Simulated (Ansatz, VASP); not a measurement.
**Si2P: VASP beside Ansatz**

```
Si P
1.0
     4.44006    0.00000    0.00000
    -2.22003    3.84520    0.00000
     0.00000    0.00000    5.08784
Si P
4 2
Direct
  0.00000 0.00000 0.00000
  0.00000 0.00000 0.50000
  0.33333 0.66667 0.75000
  0.66667 0.33333 0.25000
  0.33333 0.66667 0.25000
  0.66667 0.33333 0.75000
```

Change from the starting cell: species swapped into the Sc2Al type (P6_3/mmc, No. 194).

Alike in both runs: functional PBE; k mesh 6 × 6 × 4; occupations gaussian, width 0.1 eV; no spin polarisation.

Ansatz relaxed the structure, and its values are those at the end. VASP's run is a single point on that final structure, the one shown.

|  | VASP | Ansatz |
| --- | --- | --- |
| version | VASP 6.6.1 | Ansatz 0.2.0 |
| potentials or method | VASP PAW PBE potentials, release 64 (Si, P), cutoff 520 eV | scalar-relativistic, plane waves, PAW |
| valence electrons in the cell | 26 | 26 |

|  | VASP | Ansatz | Ansatz less VASP |
| --- | --- | --- | --- |
| gap on the k mesh at the Fermi level (eV) | none | none | - |
| pressure (GPa) | -0.2 | -0.1 | +0.07 |

A gap of «none» marks a metal or a gap that the smearing closes.
